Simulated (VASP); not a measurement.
Here is a VASP 6.6.1 calculation.

File INCAR:

```
SYSTEM = AlCu3
PREC     = Accurate       ! precision mode
ENCUT    = 520            ! plane-wave cutoff, eV
EDIFF    = 1E-6           ! SCF threshold, eV
ISMEAR   = 0              ! smearing method
SIGMA    = 0.15           ! smearing width, eV
LREAL    = .FALSE.        ! projectors in reciprocal space
LASPH    = .TRUE.         ! aspherical terms in the spheres
NELM     = 100            ! most SCF steps
ALGO     = Fast           ! electronic algorithm
ISIF     = 2              ! what is computed and relaxed
LWAVE    = .FALSE.        ! write WAVECAR
LCHARG   = .FALSE.        ! write CHGCAR
NBANDS   = 26             ! bands
```

The input KPOINTS:

```
regular mesh
0
G
  12 12 12
  0 0 0
```

Contents of POSCAR:

```
AlCu3
1.0
    3.6787514798      0.0000000000      0.0000000000
    0.0000000000      3.6787514798      0.0000000000
    0.0000000000      0.0000000000      3.6787514798
Al Cu
1 3
Direct
    0.0000000000      0.0000000000      0.0000000000
    0.5000000000      0.4732517947      0.0000000000
    0.5000000000      0.0000000000      0.5000000000
    0.0000000000      0.5267482053      0.5000000000
```

Potentials or basis: VASP PAW LDA potentials, release 64 (Al, Cu).

Launch:

```console
$ cat potpaw_LDA.64/Al/POTCAR potpaw_LDA.64/Cu/POTCAR > POTCAR
$ mpirun -np 1 vasp_std > vasp.out
```

Task: What does it give for the largest force?

Result: 0.471 eV/Å.

Task: Predict the band gap on the k mesh.

Result: Zero (band 18 reaches 11.72 eV, above the bottom of band 19 at 6.32 eV).

Task: What does it give for the pressure?

Result: -9.5 GPa.

Forces in eV/Å, atoms in the order of the input:
```
Al   0.000  0.000  0.000
Cu   0.000  0.471  0.000
Cu   0.000  0.000  0.000
Cu   0.000 -0.471  0.000
```
